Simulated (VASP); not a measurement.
# PtS2 in VASP: single point with PBE0

Aim: the single point of PtS2 with PBE0.

Program: VASP 6.6.1. These are calculated values, not measurements. Logs are shortened: lines on timing, memory, paths and dates and some standing lists are left out, and cuts for length are marked.

### Step 1. The cell of the first run

The cell holds a sheet with vacuum, 3 atoms: a = 3.541 Å, b = 3.541 Å, c = 18.484 Å, α = 90.00°, β = 90.00°, γ = 120.00°.

### Step 2. Single point, PBE0

The input, POSCAR:

```
PtS2
1.0
    3.5414555722      0.0000000000      0.0000000000
   -1.7707277861      3.0669904919      0.0000000000
    0.0000000000      0.0000000000     18.4836733278
S Pt
2 1
Direct
    0.3333333333      0.6666666667      0.4328144010
    0.6666666667      0.3333333333      0.5671855990
    0.0000000000      0.0000000000      0.5000000000
```

The input, INCAR.step1:

```
  PREC = Accurate
  ENCUT = 400
  EDIFF = 1E-5
  ISMEAR = 0
  SIGMA = 0.03
  LREAL = False
  LASPH = True
  NELM = 120
  ALGO = Normal
  ISIF = 2
  LWAVE = True
  LDIPOL = True
  IDIPOL = 3
  DIPOL = 0.5 0.5 0.500
  GGA = PE
  NBANDS = 18
  GGA_COMPAT = False
  NELMDL = -8
```

The input, INCAR.step2:

```
  PREC = Accurate
  ENCUT = 400
  EDIFF = 1E-6
  ISMEAR = 0
  SIGMA = 0.03
  LREAL = False
  LASPH = True
  NELM = 120
  ALGO = Normal
  ISIF = 2
  LWAVE = False
  LCHARG = True
  LDIPOL = True
  IDIPOL = 3
  DIPOL = 0.5 0.5 0.500
  GGA = PE
  LHFCALC = True
  AEXX = 0.25
  PRECFOCK = Normal
  LELF = True
  LVHAR = True
  LVACPOTAV = True
  ISTART = 1
  NBANDS = 18
  GGA_COMPAT = False
```

The input, KPOINTS:

```
regular mesh
0
Gamma
  6 6 1
```

Potentials or basis: VASP PAW PBE potentials, release 64 (S, Pt).

The run is started by

```console
> cat potpaw_PBE.64/S/POTCAR potpaw_PBE.64/Pt/POTCAR > POTCAR
> cp INCAR.step1 INCAR
> mpirun -np 1 vasp_std > vasp.out
> cp INCAR.step2 INCAR
> mpirun -np 1 vasp_std > vasp.out
```

OUTCAR:

```text
PREC = Accurate
   ENCUT = 400
   EDIFF = 1E-6
   ISMEAR = 0
   LREAL = False
   LASPH = True
   NELM = 120
   ISIF = 2
   GGA = PE
   LHFCALC = True
   AEXX = 0.25
   PRECFOCK = Normal
   ISTART = 1

 ion  position               nearest neighbor table
   1  0.333  0.667  0.433-   3 2.39   3 2.39   3 2.39
   2  0.667  0.333  0.567-   3 2.39   3 2.39   3 2.39
   3  0.000  0.000  0.500-   1 2.39   2 2.39   2 2.39   1 2.39   2 2.39   1 2.39

  LATTYP: Found a hexagonal cell.
 ALAT       =     3.5414555722
 C/A-ratio  =     5.2192306104

  Lattice vectors:

 A1 = (   3.5414555722,   0.0000000000,   0.0000000000)
 A2 = (  -1.7707277861,   3.0669904919,   0.0000000000)
 A3 = (   0.0000000000,   0.0000000000,  18.4836733278)

Analysis of symmetry for initial positions (statically):
=====================================================================
 Subroutine PRICEL returns:
 Original cell was already a primitive cell.

 Routine SETGRP: Setting up the symmetry group for a
 hexagonal supercell.

 Subroutine GETGRP returns: Found 12 space group operations
 (whereof 12 operations were pure point group operations)
 out of a pool of 24 trial point group operations.

The static configuration has the point symmetry D_3d.

Analysis of symmetry for dynamics (positions and initial velocities):
=====================================================================
 Subroutine PRICEL returns:
 Original cell was already a primitive cell.

 Routine SETGRP: Setting up the symmetry group for a
 hexagonal supercell.

 Subroutine GETGRP returns: Found 12 space group operations
 (whereof 12 operations were pure point group operations)
 out of a pool of 24 trial point group operations.

The dynamic configuration has the point symmetry D_3d.

 Subroutine INISYM returns: Found 12 space group operations
 (whereof 12 operations are pure point group operations),
 and found     1 'primitive' translations

----------------------------------------------------------------------------------------

                                     Primitive cell

  volume of cell :     200.7625

  direct lattice vectors                    reciprocal lattice vectors
     3.541455572  0.000000000  0.000000000     0.282369771  0.163026263  0.000000000
    -1.770727786  3.066990492  0.000000000     0.000000000  0.326052527  0.000000000
     0.000000000  0.000000000 18.483673328     0.000000000  0.000000000  0.054101800

  length of vectors
     3.541455572  3.541455572 18.483673328     0.326052527  0.326052527  0.054101800

  position of ions in fractional coordinates (direct lattice)
     0.333333333  0.666666667  0.432814401
     0.666666667  0.333333333  0.567185599
     0.000000000  0.000000000  0.500000000

  ion indices of the primitive-cell ions
   primitive index   ion index
                 1           1
                 2           2
                 3           3

----------------------------------------------------------------------------------------

 KPOINTS: regular mesh

Automatic generation of k-mesh.
 Grid dimensions read from file:
 generate k-points for:    6    6    1

 Generating k-lattice:

  Cartesian coordinates                     Fractional coordinates (reciprocal lattice)
     0.047061629  0.027171044  0.000000000     0.166666667  0.000000000  0.000000000
     0.000000000  0.054342088  0.000000000     0.000000000  0.166666667  0.000000000
     0.000000000  0.000000000  0.054101800     0.000000000  0.000000000  1.000000000

  Length of vectors
     0.054342088  0.054342088  0.054101800

  Shift w.r.t. Gamma in fractional coordinates (k-lattice)
     0.000000000  0.000000000  0.000000000

 Subroutine IBZKPT returns following result:
 ===========================================

 Found      7 irreducible k-points:

 Following reciprocal coordinates:
            Coordinates               Weight
  0.000000  0.000000  0.000000      1.000000
  0.166667  0.000000  0.000000      6.000000
  0.333333  0.000000  0.000000      6.000000
  0.500000  0.000000  0.000000      3.000000
  0.166667  0.166667  0.000000      6.000000
  0.333333  0.166667  0.000000     12.000000
  0.333333  0.333333  0.000000      2.000000
   k-points           NKPTS =      7   k-points in BZ     NKDIM =     36   number of bands    NBANDS=     18
   number of dos      NEDOS =    301   number of ions     NIONS =      3
   total plane-waves  NPLWV =  72576
   dimension x,y,z NGX =    24 NGY =   24 NGZ =  126
   dimension x,y,z NGXF=    48 NGYF=   48 NGZF=  252
   ions per type =               2   1
   NGX,Y,Z   is equivalent  to a cutoff of  11.27, 11.27, 11.33 a.u.
   NGXF,Y,Z  is equivalent  to a cutoff of  22.53, 22.53, 22.67 a.u.
 SYSTEM =  unknown system
   PREC   = accura    normal or accurate (medium, high low for compatibility)
   ISTART =      1    job   : 0-new  1-cont  2-samecut
   ICHARG =      0    charge: 1-file 2-atom 10-const
   ISPIN  =      1    spin polarized calculation?
   LNONCOLLINEAR =      F non collinear calculations
   LSORBIT =      F    spin-orbit coupling
   LASPH  =      T    aspherical Exc in radial PAW
   ENCUT  =  400.0 eV  29.40 Ry    5.42 a.u.   5.78  5.78 30.14*2*pi/ulx,y,z
   NELM   =    120;   NELMIN=  2; NELMDL=  0     # of ELM steps
   EDIFF  = 0.1E-05   stopping-criterion for ELM
   LREAL  =      F    real-space projection
   EDIFFG = 0.1E-04   stopping-criterion for IOM
   NSW    =      0    number of steps for IOM
   IBRION =     -1    ionic relax: 0-MD 1-quasi-New 2-CG
   NFREE  =      0    steps in history (QN), initial steepest desc. (CG)
   ISIF   =      2    stress and relaxation
   ISYM   =      3    0-nonsym 1-usesym 2-fastsym
   POTIM  = 0.5000    time-step for ionic-motion
   TEBEG  =    0.0;   TEEND  =   0.0 temperature during run
   PSTRESS=    0.0 pullay stress
   NELECT =      22.0000    total number of electrons
   NUPDOWN=      -1.0000    fix difference up-down
   EMIN   =  10.00;   EMAX   =-10.00  energy-range for DOS
   EFERMI =   0.00;   METHOD = LEGACY
   ISMEAR =     0;   SIGMA  =   0.03  broadening in eV -4-tet -1-fermi 0-gaus
   EFERMI_NEDOS =   21; number of points for ismear=-14 and -15
   IALGO  =     38    algorithm
   IMIX   =      1    mixing-type and parameters
     AMIX     =   0.40;   BMIX     =  1.00
     AMIX_MAG =   1.60;   BMIX_MAG =  1.00
  volume/ion in A,a.u.               =      66.92       451.60
  Fermi-wavevector in a.u.,A,eV,Ry     =   0.783408  1.480427  8.350286  0.613729
  Thomas-Fermi vector in A             =   1.887331
   LORBIT       =      0    0 simple, 1 ext, 2 COOP (PROOUT), +10 PAW based schemes
   GGA     = PE    functional components
   LHFCALC =     T    Hartree Fock is set to
   PRECFOCK=normal    Normal, Fast or Accurate (Low or Medium for compatibility)
   ENCUT4O =  -1.0   cutoff for four orbital integrals eV
   NKREDX  =     1    reduce k-point grid by
   NKREDY  =     1    reduce k-point grid by
   NKREDZ  =     1    reduce k-point grid by
   AEXX    =    0.2500 exact exchange contribution
   HFSCREEN=    0.0000 screening length (either q_TF or 0.3 A-1)
   HFSCREENC=   0.0000 screening length for correlation (either q_TF or 0.3 A-1)
   ENCUTFOCK=  -1.0 apply spherical cutoff to Coloumb kernel
   IVDW    =     0    specifies the selected vdW correction
   LEPSILON=     F    determine dielectric tensor
   LRPA    =     F    only Hartree local field effects (RPA)
 non-spin polarized calculation
 Gauss-broadening in eV      SIGMA  =   0.03
  energy-cutoff  :      400.00
  volume of cell :      200.76
 maximum number of plane-waves:      3676
 NGX is ok and might be reduce to    24
  NGX = 18; NGY = 18; NGZ = 96

 dipolmoment           0.000000      0.000000      0.000000 electrons x Angstroem

 number of electron      21.9999988 magnetization

 dipolmoment           0.000000      0.000000     -0.000000 electrons x Angstroem

 Free energy of the ion-electron system (eV)
  ---------------------------------------------------
  ext. energy  EPLUGINS =         0.00000000
  ---------------------------------------------------
  free energy    TOTEN  =       -20.30404379 eV

  energy without entropy =      -20.30404379  energy(sigma->0) =      -20.30404379

 E-fermi :  -3.9211     XC(G=0):  -2.7204

 val. band max:       -4.0667999722   @ k =   0.1667   0.1667   0.0000
 cond. band min:      -0.4328157688   @ k =   0.1667   0.0000   0.0000
 fundamental gap:      3.6339842033
 Fermi energy:        -3.9210735970

 k-point     1 :       0.0000    0.0000    0.0000
  band No.  band energies     occupation
      1     -19.4844      2.00000
      2     -17.0785      2.00000
      3     -10.1258      2.00000
      4     -10.1258      2.00000
      5     -10.0639      2.00000
      6      -7.6167      2.00000
[... 10 lines left out ...]
     17       3.9154      0.00000
     18       5.2795      0.00000

 k-point     2 :       0.1667    0.0000    0.0000
  band No.  band energies     occupation
      1     -19.1125      2.00000
      2     -17.1540      2.00000
      3     -10.1296      2.00000
      4      -9.8841      2.00000
      5      -9.7164      2.00000
      6      -8.0810      2.00000
[... 10 lines left out ...]
     17       4.8769      0.00000
     18       5.5366      0.00000

 k-point     3 :       0.3333    0.0000    0.0000
  band No.  band energies     occupation
      1     -18.2222      2.00000
      2     -17.2963      2.00000
      3     -10.3562      2.00000
      4      -9.5289      2.00000
      5      -9.1812      2.00000
      6      -8.6918      2.00000
[... 10 lines left out ...]
     17       5.5717      0.00000
     18       5.9303      0.00000

 k-point     4 :       0.5000    0.0000    0.0000
  band No.  band energies     occupation
      1     -17.7176      2.00000
      2     -17.2884      2.00000
      3     -11.1226      2.00000
      4      -9.4973      2.00000
      5      -8.7247      2.00000
      6      -8.1717      2.00000
[... 10 lines left out ...]
     17       6.7515      0.00000
     18       7.1503      0.00000

 k-point     5 :       0.1667    0.1667    0.0000
  band No.  band energies     occupation
      1     -18.4673      2.00000
      2     -17.2680      2.00000
      3      -9.9821      2.00000
      4      -9.7186      2.00000
      5      -9.2796      2.00000
      6      -8.4711      2.00000
[... 10 lines left out ...]
     17       5.4086      0.00000
     18       6.1256      0.00000

 k-point     6 :       0.3333    0.1667    0.0000
  band No.  band energies     occupation
      1     -17.6824      2.00000
      2     -17.3487      2.00000
      3     -10.5707      2.00000
      4      -9.6977      2.00000
      5      -8.8462      2.00000
      6      -8.3084      2.00000
[... 10 lines left out ...]
     17       6.5537      0.00000
     18       6.9945      0.00000

 k-point     7 :       0.3333    0.3333    0.0000
  band No.  band energies     occupation
      1     -17.3783      2.00000
      2     -17.3783      2.00000
      3      -9.8894      2.00000
      4      -9.8180      2.00000
      5      -9.8180      2.00000
      6      -7.9366      2.00000
[... 10 lines left out ...]
     17       7.2401      0.00000
     18       7.4457      0.00000

------------------------ aborting loop because EDIFF is reached ----------------------------------------

  FORCE on cell =-STRESS in cart. coord.  units (eV):
  Direction    XX          YY          ZZ          XY          YZ          ZX
  --------------------------------------------------------------------------------------
  -------------------------------------------------------------------------------------
  Total       -1.2572410     -1.2572410     -1.0127069      0.0000000      0.0000000      0.0000000
  in kB      -10.0333647    -10.0333647     -8.0818697      0.0000000      0.0000000      0.0000000
  external PRESSURE =      -9.3828663 kB  Pullay stress =       0.0000000 kB

 VOLUME and BASIS-vectors are now :
 -----------------------------------------------------------------------------
  energy-cutoff  :      400.00
  volume of cell :      200.76
      direct lattice vectors                 reciprocal lattice vectors
     3.541455572  0.000000000  0.000000000     0.282369771  0.163026263  0.000000000
    -1.770727786  3.066990492  0.000000000     0.000000000  0.326052527  0.000000000
     0.000000000  0.000000000 18.483673328     0.000000000  0.000000000  0.054101800

 POSITION                                       TOTAL-FORCE (eV/Angst)
 -----------------------------------------------------------------------------------
     -0.00000      2.04466      8.00000        -0.000000      0.000000      0.382839
      1.77073      1.02233     10.48367         0.000000      0.000000     -0.382839
      0.00000      0.00000      9.24184        -0.000000      0.000000      0.000000
 -----------------------------------------------------------------------------------
    total drift:                                0.000000     -0.000000     -0.000028

  FREE ENERGIE OF THE ION-ELECTRON SYSTEM (eV)
  ---------------------------------------------------
  free  energy   TOTEN  =       -20.3040437863 eV

  energy  without entropy=      -20.3040437863  energy(sigma->0) =      -20.30404379

 vacuum level on the upper side and lower side of the slab         3.334         3.334
```

It took 8.5 min on 1 thread of Oxide Virtual Turin-like, shared host; peak memory 0.23 GiB.

Results:

* Free energy: -20.3040 eV
* Largest force: 0.383 eV/Å
* Band gap on the k mesh: 3.63 eV (least direct gap 3.71 eV)

Forces in eV/Å, atoms in the order of the input:
```
S    0.000  0.000  0.383
S    0.000  0.000 -0.383
Pt   0.000  0.000  0.000
```

Caveat: the PAW data sets were made with another functional, which shifts forces and pressure a little; spin-orbit coupling is left out, which moves the levels of the heavy elements.
